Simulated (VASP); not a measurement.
Runs of VASP 6.6.1 on P2Se2O. The structure is that of space group I4/mmm (No. 139), or close to it. The cells are those of the table. 

```csv
spin,cell,k mesh,smearing,gap on the mesh (eV),pressure (GPa),moment (μB),largest force (eV/Å)
"collinear, ferromagnetic start","a = 5.360 Å, angles 123.7, 123.7, 83.8°, 5 atoms",6 × 6 × 6,gaussian 0.1 eV,0.30,-0.2,0.00,0.14
off,"a = 5.382 Å, angles 123.7, 123.7, 83.8°, 5 atoms",10 × 10 × 10,gaussian 0.01 eV,0.03,-0.2,-,0.14
"collinear, ferromagnetic start","a = 6.090 Å, angles 137.1, 137.1, 62.3°, 5 atoms",6 × 6 × 6,gaussian 0.1 eV,none,(b),0.00,1.28
off,"a = 5.384 Å, angles 123.7, 123.7, 83.7°, 5 atoms",10 × 10 × 10,gaussian 0.1 eV,0.03,-0.2,-,(a)
```

Alike in all rows: task single point; level PBE+D3(BJ); potentials or basis VASP PAW PBE potentials, release 64 (P, Se, O); cutoff (eV) 520.

Task: Estimate the missing entries.

Result: (a) 0.13; (b) -7.7.

Caveats: pairwise dispersion overbinds metals, which lowers pressure and volume (some runs); forces of over 1 eV/Å act on the atoms, so gaps and moduli don't describe the material at rest (some runs).

A k mesh can miss the band edges, and the runs leave out spin-orbit coupling on Se.

A gap of «none» marks levels without a gap at the run's occupations.
